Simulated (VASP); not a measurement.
Write the native input for VASP 6.6.1 that does the following.

```
Task                   : single point
Functional             : PBEsol
Potentials or basis    : VASP PAW PBE potentials, release 64 (W_sv)
Cutoff                 : 500 eV
k mesh                 : 14 × 14 × 14
Occupations            : fermi-dirac, width 0.05 eV
Spin                   : no spin polarisation
Dipole correction      : no
Further INCAR settings : ALGO = Normal; EDIFF = 1e-06; NBANDS = 13
```

The structure of W lies in POSCAR:

```
W
1.0
    0.0000000000      2.0503000000      2.0300000000
    2.0503000000      0.0000000000      2.0300000000
    2.0503000000      2.0503000000      0.0000000000
W
1
Direct
    0.0000000000      0.0000000000      0.0000000000
```

This cell differs from its parent crystal: equal xx and yy strain of +1 %.

These files were run (other wordings do the same):

INCAR

```
PREC = Accurate
ENCUT = 500
EDIFF = 1E-6
ISMEAR = -1
SIGMA = 0.05
LREAL = False
LASPH = True
NELM = 120
ALGO = Normal
ISIF = 2
LWAVE = False
LCHARG = False
GGA = PS
NBANDS = 13
GGA_COMPAT = False
```

KPOINTS

```
regular mesh
0
Gamma
  14 14 14
```

Potentials or basis: VASP PAW PBE potentials, release 64 (W_sv).

Launch:

```console
$ cat potpaw_PBE.64/W_sv/POTCAR > POTCAR
$ mpirun -np 1 vasp_std > vasp.out
```

Results of the run:

```yaml
Pressure: -17.0 GPa
Band_gap_on_the_k_mesh: zero (band 7 reaches 12.78 eV, above the bottom of band 8 at 9.32 eV)
```

Caveat: the cell differs from its parent crystal (equal xx and yy strain of +1 %); the PAW data sets were made with another functional, which shifts forces and pressure a little; spin-orbit coupling is left out, which moves the levels of the heavy elements.

It took 50 s on 1 thread of Intel Xeon 8259CL, with other jobs on the host, peak memory 0.18 GiB.
